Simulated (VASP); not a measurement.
A run of VASP 6.6.1 is set up as follows.

INCAR

```
ALGO = Normal ; DIPOL = 0.5 0.5 0.344
EDIFF = 1E-6 ; ENCUT = 520
GGA = PE ; IDIPOL = 3
ISIF = 2 ; ISMEAR = 0
LASPH = T ; LCHARG = F
LDIPOL = T ; LREAL = F
LWAVE = F ; NBANDS = 44
NELM = 60 ; PREC = Accurate
SIGMA = 0.1
```

File KPOINTS:

```
k-points
0
Gamma
  6 6 1
```

Contents of POSCAR:

```
Ta6C
1.0
    4.6937283334      0.0000000000      0.0000000000
   -2.3468641667      4.0648879751      0.0000000000
    0.0000000000      0.0000000000     19.9881921067
Ta C
6 1
Direct
    0.6666666667      0.3333333333      0.2001181487
    0.3333333333      0.6666666667      0.2480516125
    0.0000000000      0.0000000000      0.2959850764
    0.6666666667      0.3333333333      0.3401842440
    0.3333333333      0.6666666667      0.3819724415
    0.0000000000      0.0000000000      0.4246603225
    0.0000000000      0.8888888889      0.5150796728
```

Potentials or basis: VASP PAW PBE potentials, release 64 (Ta_pv, C).

Run with:

```sh
$ cat potpaw_PBE.64/Ta_pv/POTCAR potpaw_PBE.64/C/POTCAR > POTCAR
$ mpirun -np 1 vasp_std > vasp.out
```

**Question.** Predict the largest force.

**Answer.** 2.453 eV/Å.

**Question.** What does it give for the band gap on the k mesh?

**Answer.** Zero (bands 35 and 36 overlap by 0.04 eV).

Forces in eV/Å, atoms in the order of the input:
```
Ta   0.022 -0.092  1.994
Ta  -0.020  0.077 -0.174
Ta   0.001 -0.068 -2.452
Ta   0.113 -0.114 -0.515
Ta  -0.159  0.205  0.866
Ta  -0.423  0.771  0.150
C    0.465 -0.778  0.130
```

Caveat: spin-orbit coupling is left out, which moves the levels of the heavy elements.
